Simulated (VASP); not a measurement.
HfN: single point with PBEsol

Crystal: HfN.

```
Hf N
1.0
     3.30182    0.00000    0.00000
    -1.65091    2.85946    0.00000
     0.00000    0.00000    4.83738
Hf N
2 2
Direct
  0.66667 0.33333 0.75000
  0.33333 0.66667 0.25000
  0.00000 0.00000 0.00000
  0.00000 0.00000 0.50000
```

This cell differs from its parent crystal: ratio of the length along z to the lengths across it x 0.85, volume and fractional coordinates fixed.

```
Program             : VASP 6.6.1
Task                : single point
Functional          : PBEsol
Potentials or basis : VASP PAW PBE potentials, release 64 (Hf_pv, N)
Cutoff              : 520 eV
k mesh              : 18 × 18 × 10
Occupations         : gaussian, width 0.15 eV
Spin                : no spin polarisation
```

- Pressure: -0.1 GPa
- Band gap on the k mesh: zero (band 15 reaches 9.85 eV, above the bottom of band 16 at 7.03 eV)

Stress tensor (GPa, compression positive):
```
-25.97   0.00   0.00
  0.00 -25.97   0.00
  0.00   0.00  51.71
```

Levels at points of the mesh, in eV from the Fermi level:
| k point | band 12 | band 13 | band 14 | band 15 | band 16 | band 17 | band 18 | band 19 |
| --- | --- | --- | --- | --- | --- | --- | --- | --- |
| (0.00, 0.00, 0.00) | -3.86 | -3.86 | -0.65 | 0.09 | 0.71 | 0.71 | 0.71 | 0.71 |
| (0.50, 0.00, 0.00) | -4.93 | -3.76 | -3.03 | -0.52 | 2.36 | 2.72 | 4.65 | 4.82 |
| (0.00, 0.00, 0.50) | -5.12 | -4.99 | -4.99 | 2.04 | 2.04 | 2.91 | 2.91 | 3.58 |
| (0.50, 0.00, 0.50) | -4.75 | -4.61 | -4.61 | -0.13 | -0.13 | 3.64 | 3.64 | 3.69 |

It took 3.4 min on 1 thread of Intel(R) Xeon(R) Platinum 8488C (Sapphire Rapids), on a shared host, peak memory 0.32 GiB.

Caveat: the PAW data sets were made with another functional, which shifts forces and pressure a little; spin-orbit coupling is left out, which moves the levels of the heavy elements.
